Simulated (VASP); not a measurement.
Runs of VASP 6.6.1 on KMgF3. The structure is that of space group Pm-3m (No. 221), or close to it. The cells are those of the table. 

```tsv
task	cell	cutoff (eV)	gap on the mesh (eV)	pressure (GPa)
single point	a = 4.094 Å, 5 atoms	520	6.72	-2.2
single point	a = 4.134 Å, 5 atoms	520	6.53	-3.8
single point	a = 3.971 Å, 5 atoms	520	7.39	(a)
relaxation of cell and atoms	relaxed from a = 3.986 Å, 5 atoms	600	(b)	0.0
single point	a = 4.054 Å, 5 atoms	520	6.93	-0.4
single point	a = 4.013 Å, 5 atoms	520	7.15	1.7
```

Alike in all rows: level PBE; potentials or basis VASP PAW PBE potentials, release 64 (K_sv, Mg, F); no spin polarisation; k mesh 6 × 6 × 6; smearing gaussian 0.02 eV.

Q: Fill in the values left out.

A: (a) 4.3; (b) 6.98.

A k mesh can miss the band edges.
